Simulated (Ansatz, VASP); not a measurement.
**C in VASP and in Ansatz**

POSCAR

```
C
1.0
    2.4160200000     -0.0597500000      0.0124700000
   -1.2597500000      2.1572100000     -0.0294700000
    0.0432700000     -0.0931300000      8.3542200000
C
2
Direct
    0.3274677646      0.6503192646     -0.0002588697
    0.6538000000      0.3207100000      0.9977100000
```

INCAR.step1

```
  ALGO = Normal
  EDIFF = 1E-4
  ENCUT = 520
  GGA = PE
  ISMEAR = -1
  LASPH = True
  LCHARG = False
  LREAL = False
  LWAVE = True
  NBANDS = 11
  NELM = 80
  PREC = Accurate
  SIGMA = 0.15
```

Contents of INCAR.step2:

```
  ALGO = Normal
  EDIFF = 1E-6
  ENCUT = 520
  ISIF = 2
  ISMEAR = -1
  ISTART = 1
  LASPH = True
  LCHARG = True
  LELF = True
  LMIXTAU = True
  LREAL = False
  LVHAR = True
  LWAVE = False
  METAGGA = R2SCAN
  NBANDS = 11
  NELM = 80
  PREC = Accurate
  SIGMA = 0.15
```

The input KPOINTS:

```
k-points
0
Gamma
  9 9 3
```

Input for Ansatz:

```yaml
crystal:
  lattice:
    - [2.41602, -0.05975, 0.01247]
    - [-1.25975, 2.15721, -0.02947]
    - [0.04327, -0.09313, 8.35422]
  atoms:
    - { symbol: C, position: [0.32746776459619775, 0.6503192645571386, -0.0002588697446339347] }
    - { symbol: C, position: [0.6538, 0.32071, 0.99771] }
basis:
  ecutwfc: 650.0
  xc_grid: 2
kpoints:
  mp_grid:
    grid: [9, 9, 3]
hamiltonian:
  xc: r2scan
scf:
  convergence:
    dr2_threshold: 1.0e-09
  occupations:
    method: fermi_dirac
    width: 0.15
output:
  forces: true
  stress: true
```

Alike in both runs: task single point; functional r2SCAN; k mesh 9 × 9 × 3; occupations fermi-dirac, width 0.15 eV; no spin polarisation.

|  | VASP | Ansatz |
| --- | --- | --- |
| version | VASP 6.6.1 | Ansatz 0.2.0 |
| potentials or method | VASP PAW PBE potentials, release 64 (C), cutoff 520 eV | plane waves, PAW |
| valence electrons in the cell | 8 | 8 |

|  | VASP | Ansatz | Ansatz less VASP |
| --- | --- | --- | --- |
| rms of the force components (eV/Å) | 0.575 | 0.580 | +0.0042 |

VASP's potentials were made for PBE, not for r2SCAN. Atom by atom the forces differ by 0.009 eV/Å (rms over components). The functional is the same, so the differences come from potentials, cutoffs and numerics. Ansatz's warnings: stress scf threshold loose.
